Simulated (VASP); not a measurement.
# LiAl16O24 (a cell with a defect) (Li interstitial hop between voids) in VASP: settings compared

LiAl16O24 (a cell with a defect) (Li interstitial hop between voids) is run at these levels: PBE, r2SCAN, HSE06; tasks: single point.

All numbers are computed with VASP 6.6.1; they aren't measurements. Logs are shortened: lines on timing, memory, paths and dates and some standing lists are left out, and cuts for length are marked.

## 1. The cell of the first run

The cell holds a defect, 41 atoms: a = 5.181 Å, b = 10.361 Å, c = 10.361 Å, α = 55.29°, β = 55.29°, γ = 55.29°.

## 2. Single point, PBE

INCAR reads:

```
SYSTEM = LiAl16O24
  ALGO = Normal
  EDIFF = 1E-7
  ENCUT = 520
  GGA = PE
  ISIF = 2
  ISMEAR = -1
  LASPH = .True.
  LCHARG = .False.
  LREAL = Auto
  LWAVE = .False.
  NBANDS = 124
  NELECT = 194.0
  NELM = 80
  PREC = Accurate
  SIGMA = 0.01
```

KPOINTS reads:

```
Automatic mesh
0
Gamma
  1 1 1
  0.25 0.25 0.25
```

POSCAR reads:

```
LiAl16O24
1.0
    2.4039417600      1.3879164200      4.3742070900
   -4.8078835200      2.7758328500      8.7484141900
    0.0000000000     -5.5516656900      8.7484141900
Al O Li
16 24 1
Direct
    0.6387298822      0.3309814871      0.3477956138
    0.8562093792      0.4305263373      0.4304088790
    0.1678058954      0.0615247017      0.0678376305
    0.3404984065      0.1722120212      0.1783437927
    0.6350837398      0.3245520231      0.8240646273
    0.8519599622      0.4400890999      0.9057609521
    0.1452872079      0.0736492440      0.5761958070
    0.3417905860      0.1752872463      0.6814167268
    0.6454947621      0.8244413156      0.3246233053
    0.8458560507      0.9259420834      0.4301626012
    0.1393455068      0.5751770964      0.0750431346
    0.3494366961      0.6774135548      0.1740695100
    0.6447386608      0.8256452500      0.8233848788
    0.8569875863      0.9241008498      0.9253596893
    0.1459239924      0.5796063419      0.5692647586
    0.3478607293      0.6792389875      0.6748593524
    0.4442400254      0.0319032580      0.3741248579
    0.9397879390      0.1238427407      0.2912176183
    0.0567614789      0.3734648067      0.2253197756
    0.7491213995      0.2176523643      0.0273050436
    0.2501728259      0.2801097194      0.4738616985
    0.5561640227      0.4747469256      0.1244327972
    0.4468859150      0.0260380087      0.8730216713
    0.9385630649      0.1256683827      0.7807536973
    0.0488750625      0.3794265806      0.7189102318
    0.7413226449      0.2248441459      0.5371516954
    0.2333369553      0.2780937694      0.9733763368
    0.5475997324      0.4751431384      0.6262181094
    0.4419412560      0.5328639993      0.3744065359
    0.9425655384      0.6261804486      0.2782126182
    0.0523677686      0.8752859857      0.2224214762
    0.7465703443      0.7229236343      0.0279918533
    0.2475883162      0.7804236266      0.4709106375
    0.5500093376      0.9723928202      0.1252726592
    0.4370415362      0.5276871599      0.8761369558
    0.9395953818      0.6312396220      0.7728893952
    0.0538529138      0.8760487335      0.7220917865
    0.7456292786      0.7241646653      0.5274035487
    0.2485062899      0.7775495459      0.9724828248
    0.5486312057      0.9738939071      0.6268495174
    0.7070845629      0.2669711325      0.1692485764
```

Potentials or basis: VASP PAW PBE potentials, release 64 (Al, O, Li_sv).

The run is started by

```
cat potpaw_PBE.64/Al/POTCAR potpaw_PBE.64/O/POTCAR potpaw_PBE.64/Li_sv/POTCAR > POTCAR
mpirun -np 1 vasp_std > vasp.out
```

OUTCAR:

```text
SYSTEM = LiAl16O24
   EDIFF = 1E-7
   ENCUT = 520
   GGA = PE
   ISIF = 2
   ISMEAR = -1
   LASPH = .True.
   LREAL = Auto
   NELECT = 194.0
   NELM = 80
   PREC = Accurate

 ion  position               nearest neighbor table
   1  0.639  0.331  0.348-  29 1.84  26 1.85  21 1.86  19 1.95  18 1.99  22 2.06  41 2.09   2 2.55
                             8 2.71  12 2.82   4 2.87   2 3.24  15 3.32
   2  0.856  0.431  0.430-  30 1.84  28 1.85  21 1.85  26 2.03  19 2.04  29 2.05   1 2.55  11 2.83
                            15 2.83   7 2.85   5 3.19   9 3.20   1 3.24
   3  0.168  0.062  0.068-  23 1.79  31 1.83  34 1.94  20 1.94  27 2.02  18 2.21  41 2.29   4 2.69
                            14 2.75  10 2.90   6 3.03  12 3.14   8 3.16   4 3.36
   4  0.340  0.172  0.178-  17 1.87  19 1.90  20 1.92  18 1.92  34 1.96  27 2.00  41 2.53   3 2.69
                             9 2.79   5 2.84   1 2.87  41 2.88   7 3.27  11 3.30   3 3.36
   5  0.635  0.325  0.824-  28 1.86  24 1.87  27 1.89  35 1.99  20 2.01  25 2.03   6 2.68   8 2.82
                            16 2.83   4 2.84   2 3.19   6 3.21  14 3.26
   6  0.852  0.440  0.906-  36 1.80  25 1.89  27 1.92  35 1.94  22 1.99  20 2.12  41 2.20   5 2.68
                            15 2.70  11 2.86   3 3.03  13 3.18   5 3.21
   7  0.145  0.074  0.576-  37 1.86  26 1.87  17 1.88  40 1.97  24 2.00  21 2.02   8 2.67  14 2.80
                            10 2.80   2 2.85  16 3.23   4 3.27   8 3.28
   8  0.342  0.175  0.681-  23 1.85  25 1.88  26 1.90  24 1.96  40 1.98  21 1.99   7 2.67   1 2.71
                            13 2.80   5 2.82   3 3.16   7 3.28  15 3.30
   9  0.645  0.824  0.325-  33 1.87  30 1.87  34 1.89  38 1.98  31 1.98  17 2.02  10 2.69   4 2.79
                            16 2.80  12 2.82   2 3.20  14 3.26  10 3.26
  10  0.846  0.926  0.430-  40 1.87  33 1.87  18 1.87  38 1.97  17 1.98  31 2.02   9 2.69  15 2.77
                             7 2.80   3 2.90  41 2.96  13 3.22   9 3.26
  11  0.139  0.575  0.075-  32 1.86  19 1.88  35 1.88  30 1.99  39 1.99  22 2.03  12 2.68  14 2.79
                             2 2.83   6 2.86  41 2.97  12 3.23  16 3.26   4 3.30
  12  0.349  0.677  0.174-  32 1.87  31 1.88  29 1.89  22 1.97  39 1.97  30 1.98  11 2.68  13 2.81
                             9 2.82   1 2.82   3 3.14  11 3.23  15 3.24
  13  0.645  0.826  0.823-  36 1.86  40 1.86  39 1.88  23 1.95  37 1.99  32 1.99  14 2.68   8 2.80
[... 17 lines left out ...]
  27  0.233  0.278  0.973-   5 1.89   6 1.92   4 2.00   3 2.02
  28  0.548  0.475  0.626-   2 1.85   5 1.86  16 1.98  15 1.99
[... 10 lines left out ...]
  39  0.249  0.778  0.972-  14 1.85  13 1.88  12 1.97  11 1.99
  40  0.549  0.974  0.627-  13 1.86  10 1.87   7 1.97   8 1.98
  41  0.707  0.267  0.169-  18 1.68  22 1.68  20 1.68   1 2.09   6 2.20   3 2.29   4 2.53   4 2.88
                            10 2.96  11 2.97

  LATTYP: Found a base centered monoclinic cell.
 ALAT       =    14.1357249055
 B/A-ratio  =     0.6802457681
 C/A-ratio  =     0.3664920511
 COS(beta)  =    -0.1016821385

  Lattice vectors:

 A1 = (   7.2118252800,  -1.3879164300,  -4.3742071000)
 A2 = (   2.4039417600,   6.9395821100,  -4.3742071000)
 A3 = (   2.4039417600,   1.3879164200,   4.3742070900)

Analysis of symmetry for initial positions (statically):
=====================================================================
 Subroutine PRICEL returns:
 Original cell was already a primitive cell.

 Routine SETGRP: Setting up the symmetry group for a
 base centered monoclinic supercell.

 Subroutine GETGRP returns: Found  1 space group operations
 (whereof  1 operations were pure point group operations)
 out of a pool of  4 trial point group operations.

The static configuration has the point symmetry C_1 .

Analysis of symmetry for dynamics (positions and initial velocities):
=====================================================================
 Subroutine PRICEL returns:
 Original cell was already a primitive cell.

 Routine SETGRP: Setting up the symmetry group for a
 base centered monoclinic supercell.

 Subroutine GETGRP returns: Found  1 space group operations
 (whereof  1 operations were pure point group operations)
 out of a pool of  4 trial point group operations.

The dynamic configuration has the point symmetry C_1 .

 Subroutine INISYM returns: Found  1 space group operations
 (whereof  1 operations are pure point group operations),
 and found     1 'primitive' translations

----------------------------------------------------------------------------------------

                                     Primitive cell

  volume of cell :     350.2659
[... 59 lines left out ...]
                 6           6
[... 33 lines left out ...]
                40          40
                41          41

----------------------------------------------------------------------------------------

 KPOINTS: Automatic mesh

Automatic generation of k-mesh.
 Grid dimensions read from file:
 generate k-points for:    1    1    1

 Generating k-lattice:

  Cartesian coordinates                     Fractional coordinates (reciprocal lattice)
     0.207991728  0.120084080  0.076204287     1.000000000  0.000000000  0.000000000
    -0.103995864  0.060042040  0.038102144    -0.000000000  1.000000000  0.000000000
    -0.000000000 -0.120084080  0.038102144     0.000000000  0.000000000  1.000000000

  Length of vectors
     0.251967932  0.125983966  0.125983966

  Shift w.r.t. Gamma in fractional coordinates (k-lattice)
     0.250000000  0.250000000  0.250000000

 Subroutine IBZKPT returns following result:
 ===========================================

 Found      1 irreducible k-points:

 Following reciprocal coordinates:
            Coordinates               Weight
  0.250000  0.250000  0.250000      2.000000
   k-points           NKPTS =      1   k-points in BZ     NKDIM =      1   number of bands    NBANDS=    124
   number of dos      NEDOS =    301   number of ions     NIONS =     41
   total plane-waves  NPLWV = 256000
   dimension x,y,z NGX =    40 NGY =   80 NGZ =   80
   dimension x,y,z NGXF=    80 NGYF=  160 NGZF=  160
   ions per type =              16  24   1
   NGX,Y,Z   is equivalent  to a cutoff of  12.84, 12.84, 12.84 a.u.
   NGXF,Y,Z  is equivalent  to a cutoff of  25.67, 25.67, 25.67 a.u.
 SYSTEM =  LiAl16O24
   PREC   = accura    normal or accurate (medium, high low for compatibility)
   ISTART =      0    job   : 0-new  1-cont  2-samecut
   ICHARG =      2    charge: 1-file 2-atom 10-const
   ISPIN  =      1    spin polarized calculation?
   LNONCOLLINEAR =      F non collinear calculations
   LSORBIT =      F    spin-orbit coupling
   LASPH  =      T    aspherical Exc in radial PAW
   ENCUT  =  520.0 eV  38.22 Ry    6.18 a.u.   9.63 19.27 19.27*2*pi/ulx,y,z
   NELM   =     80;   NELMIN=  2; NELMDL= -5     # of ELM steps
   EDIFF  = 0.1E-06   stopping-criterion for ELM
   LREAL  =      T    real-space projection
   EDIFFG = 0.1E-05   stopping-criterion for IOM
   NSW    =      0    number of steps for IOM
   IBRION =     -1    ionic relax: 0-MD 1-quasi-New 2-CG
   NFREE  =      0    steps in history (QN), initial steepest desc. (CG)
   ISIF   =      2    stress and relaxation
   ISYM   =      2    0-nonsym 1-usesym 2-fastsym
   POTIM  = 0.5000    time-step for ionic-motion
   TEBEG  =    0.0;   TEEND  =   0.0 temperature during run
   PSTRESS=    0.0 pullay stress
   NELECT =     194.0000    total number of electrons
   NUPDOWN=      -1.0000    fix difference up-down
   EMIN   =  10.00;   EMAX   =-10.00  energy-range for DOS
   EFERMI =   0.00;   METHOD = LEGACY
   ISMEAR =    -1;   SIGMA  =   0.01  broadening in eV -4-tet -1-fermi 0-gaus
   EFERMI_NEDOS =   21; number of points for ismear=-14 and -15
   IALGO  =     38    algorithm
   IMIX   =      4    mixing-type and parameters
     AMIX     =   0.40;   BMIX     =  1.00
     AMIX_MAG =   1.60;   BMIX_MAG =  1.00
  volume/ion in A,a.u.               =       8.54        57.65
  Fermi-wavevector in a.u.,A,eV,Ry     =   1.344444  2.540631 24.592943  1.807530
  Thomas-Fermi vector in A             =   2.472437
   LORBIT       =      0    0 simple, 1 ext, 2 COOP (PROOUT), +10 PAW based schemes
   GGA     = PE    functional components
   LHFCALC =     F    Hartree Fock is set to
   AEXX    =    0.0000 exact exchange contribution
   IVDW    =     0    specifies the selected vdW correction
   LEPSILON=     F    determine dielectric tensor
   LRPA    =     F    only Hartree local field effects (RPA)
 non-spin polarized calculation
  energy-cutoff  :      520.00
  volume of cell :      350.27
 maximum number of plane-waves:      9444
 NGX is ok and might be reduce to    40
   NGX = 19   NGY = 39   NGZ = 39

 number of electron     194.0000003 magnetization

 Free energy of the ion-electron system (eV)
  ---------------------------------------------------
  ext. energy  EPLUGINS =         0.00000000
  ---------------------------------------------------
  free energy    TOTEN  =      -308.42740766 eV

  energy without entropy =     -308.42740766  energy(sigma->0) =     -308.42740766

 E-fermi :   6.1308     XC(G=0): -11.5730

 val. band max:        5.8395355024   @ k =   0.2500   0.2500   0.2500
 cond. band min:      12.5566824623   @ k =   0.2500   0.2500   0.2500
 fundamental gap:      6.7171469599
 Fermi energy:         6.1308169213

 k-point     1 :       0.2500    0.2500    0.2500
  band No.  band energies     occupation
      1     -37.0022      2.00000
      2     -12.9013      2.00000
      3     -11.9925      2.00000
      4     -11.9354      2.00000
      5     -11.8612      2.00000
      6     -11.8391      2.00000
[... 101 lines left out ...]
    108      15.6563      0.00000
    109      15.7960      0.00000
 [bands above 109 left out]

------------------------ aborting loop because EDIFF is reached ----------------------------------------

  FORCE on cell =-STRESS in cart. coord.  units (eV):
  Direction    XX          YY          ZZ          XY          YZ          ZX
  --------------------------------------------------------------------------------------
  -------------------------------------------------------------------------------------
  Total       -4.8923223     -1.9913828      0.7184833     -0.9657139     -3.4033351     -2.4619663
  in kB      -22.3783369     -9.1089326      3.2864682     -4.4173441    -15.5674490    -11.2614636
  external PRESSURE =      -9.4002671 kB  Pullay stress =       0.0000000 kB

 VOLUME and BASIS-vectors are now :
 -----------------------------------------------------------------------------
  energy-cutoff  :      520.00
  volume of cell :      350.27
      direct lattice vectors                 reciprocal lattice vectors
     2.403941760  1.387916420  4.374207090     0.207991728  0.120084080  0.076204287
    -4.807883520  2.775832850  8.748414190    -0.103995864  0.060042040  0.038102144
     0.000000000 -5.551665690  8.748414190    -0.000000000 -0.120084080  0.038102144

 POSITION                                       TOTAL-FORCE (eV/Angst)
 -----------------------------------------------------------------------------------
     -0.05585     -0.12559      8.73216         0.079233      0.195023      0.210699
     -0.01164     -0.00607     11.27705         0.039886      0.005741      0.125450
      0.10759      0.02707      1.86573         0.037676      0.117039     -0.042406
     -0.00944     -0.03949      4.55622        -0.157258     -0.019401     -0.272411
     -0.03370     -2.79259     12.82656         0.024165     -0.055848      0.066065
     -0.06783     -2.62442     15.50070         0.093600     -0.035034      0.233119
[... 33 lines left out ...]
     -3.36349     -0.01524     16.40379         0.014183      0.033659      0.005722
      0.41622      0.78283      6.90916        -0.553643     -1.152378     -1.380817
 -----------------------------------------------------------------------------------
    total drift:                               -0.003792      0.004987     -0.005959

  FREE ENERGIE OF THE ION-ELECTRON SYSTEM (eV)
  ---------------------------------------------------
  free  energy   TOTEN  =      -308.4274076633 eV

  energy  without entropy=     -308.4274076633  energy(sigma->0) =     -308.42740766
```

It took 2.1 min on 1 thread of Intel Xeon Platinum 8488C (Sapphire Rapids), shared host; peak memory 0.53 GiB.

What came out:

```yaml
Free_energy: -308.4274 eV
Largest_force: 1.882 eV/Å
```

Forces in eV/Å, atoms in the order of the input:
```
Al   0.079  0.195  0.211
Al   0.040  0.006  0.125
Al   0.038  0.117 -0.042
Al  -0.157 -0.019 -0.272
Al   0.024 -0.056  0.066
Al   0.094 -0.035  0.233
Al   0.022  0.035  0.014
Al  -0.024  0.093  0.021
Al  -0.026  0.045  0.010
Al   0.046  0.026  0.021
Al  -0.008  0.035  0.031
Al   0.010  0.011  0.056
Al   0.013  0.026  0.000
Al  -0.003  0.042  0.025
Al   0.018 -0.008  0.024
Al   0.027  0.002  0.047
O   -0.047  0.105 -0.001
O    0.059 -0.004  0.094
O    0.049  0.032  0.184
O    0.059  0.038 -0.296
O    0.041  0.106  0.089
O    0.042  0.085  0.142
O    0.012  0.047  0.004
O   -0.018  0.048  0.001
O    0.047 -0.010  0.058
O    0.037  0.046  0.083
O   -0.050 -0.155  0.031
O    0.039 -0.003  0.051
O   -0.020  0.036  0.090
O    0.009  0.046  0.066
O   -0.008  0.028  0.022
O   -0.002  0.030  0.018
O   -0.003  0.008  0.015
O    0.017  0.007 -0.050
O    0.042 -0.012  0.059
O    0.003  0.046  0.074
O    0.018  0.024  0.014
O    0.008  0.033  0.033
O    0.012  0.023  0.024
O    0.014  0.034  0.006
Li  -0.554 -1.152 -1.381
```

Caveat: the k points lie up to 1.58 Å⁻¹ apart; the cell carries a net charge on a neutralising background, which shifts energy and pressure; the cell is charged against a uniform background, so pressure and absolute levels hang on convention; the cutoff is under 1.25 times the usual one of these potentials, so pressure, stress and relaxed cells hold a basis-set (Pulay) error.

(Part 1 of 2 ends here.)
